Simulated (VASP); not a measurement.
Set up this calculation in VASP 6.6.1, as the native input.

| Quantity | Value |
| --- | --- |
| Task | single point |
| Functional | r2SCAN |
| Potentials or basis | VASP PAW PBE potentials, release 64 (Cd, O) |
| Cutoff | 660 eV |
| k mesh | 8 × 8 × 8 |
| Occupations | fermi-dirac, width 0.02 eV |
| Spin | no spin polarisation |
| Dipole correction | no |
| Further INCAR settings | ALGO = Normal; EDIFF = 1e-06; NBANDS = 16 |

Crystal: CdO.

```
Cd O
1.0
     0.00000    2.30497    2.30497
     2.30497    0.00000    2.30497
     2.30497    2.30497    0.00000
Cd O
1 1
Direct
  0.00000 0.00000 0.00000
  0.50000 0.50000 0.50000
```

These files were run (other wordings do the same):

POSCAR

```
CdO
1.0
    0.0000000000      2.3049700711      2.3049700711
    2.3049700711      0.0000000000      2.3049700711
    2.3049700711      2.3049700711      0.0000000000
Cd O
1 1
Direct
    0.0000000000      0.0000000000      0.0000000000
    0.5000000000      0.5000000000      0.5000000000
```

INCAR.step1

```
PREC     = Accurate       # precision mode
ENCUT    = 660            # plane-wave cutoff, eV
ISMEAR   = -1             # smearing method
SIGMA    = 0.02           # smearing width, eV
LREAL    = F              # projectors in reciprocal space
LASPH    = T              # aspherical terms in the spheres
NELM     = 120            # most SCF steps
NBANDS   = 16             # bands
GGA      = PE             # functional
ALGO     = Normal         # electronic algorithm
EDIFF    = 1E-5           # SCF threshold, eV
LWAVE    = T              # write WAVECAR
LCHARG   = F              # write CHGCAR
GGA_COMPAT= F
```

INCAR.step2

```
PREC     = Accurate       # precision mode
ENCUT    = 660            # plane-wave cutoff, eV
EDIFF    = 1E-6           # SCF threshold, eV
ISMEAR   = -1             # smearing method
SIGMA    = 0.02           # smearing width, eV
LREAL    = F              # projectors in reciprocal space
LASPH    = T              # aspherical terms in the spheres
NELM     = 120            # most SCF steps
ALGO     = Normal         # electronic algorithm
ISIF     = 2              # what is computed and relaxed
LWAVE    = F              # write WAVECAR
LCHARG   = F              # write CHGCAR
METAGGA  = R2SCAN         # meta-GGA
LMIXTAU  = T            
NBANDS   = 16             # bands
ISTART   = 1            
GGA_COMPAT= F
```

KPOINTS

```
Automatic mesh
0
Gamma
  8 8 8
```

Potentials or basis: VASP PAW PBE potentials, release 64 (Cd, O).

Run with:

```sh
$ cat potpaw_PBE.64/Cd/POTCAR potpaw_PBE.64/O/POTCAR > POTCAR
$ cp INCAR.step1 INCAR
$ mpirun -np 1 vasp_std > vasp.out
$ cp INCAR.step2 INCAR
$ mpirun -np 1 vasp_std > vasp.out
```

It gave:

```json
{
  "Pressure": "12.7 GPa",
  "Band gap on the k mesh": "0.20 eV (least direct gap 1.79 eV)"
}
```

Caveat: the cell stands under pressure; the PAW data sets were made with another functional, which shifts forces and pressure a little.

It took 27 s on 1 thread of Intel(R) Xeon(R) 6975P-C (Granite Rapids), on a shared host, peak memory 0.17 GiB.
